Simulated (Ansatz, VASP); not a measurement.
## BP: VASP beside Ansatz

```
CELL_PARAMETERS angstrom
0.00000 2.29886 2.29886
2.29886 0.00000 2.29886
2.29886 2.29886 0.00000
ATOMIC_POSITIONS crystal
B 0.00000 0.00000 0.00000
P 0.75000 0.75000 0.75000
```

Change from the starting cell: volume scaled by 1.04, crystal datasets.

Alike in both runs: task electric field gradients; functional LDA; k mesh 12 × 12 × 12; occupations fermi-dirac, width 0.08 eV; no spin polarisation.

|  | VASP | Ansatz |
| --- | --- | --- |
| version | VASP 6.6.1 | Ansatz 0.2.0 |
| potentials or method | VASP PAW LDA potentials, release 64 (B, P), cutoff 520 eV | all-electron PAW with datasets made for the crystal, scalar-relativistic |

```csv
,VASP,Ansatz,Ansatz less VASP
pressure (GPa),-11.0,-10.9,+0.06
```

LDA's correlation is that of Perdew and Zunger in VASP and of Perdew and Wang (1992) in Ansatz. Ansatz ran all-electron here, and VASP with PAW potentials.
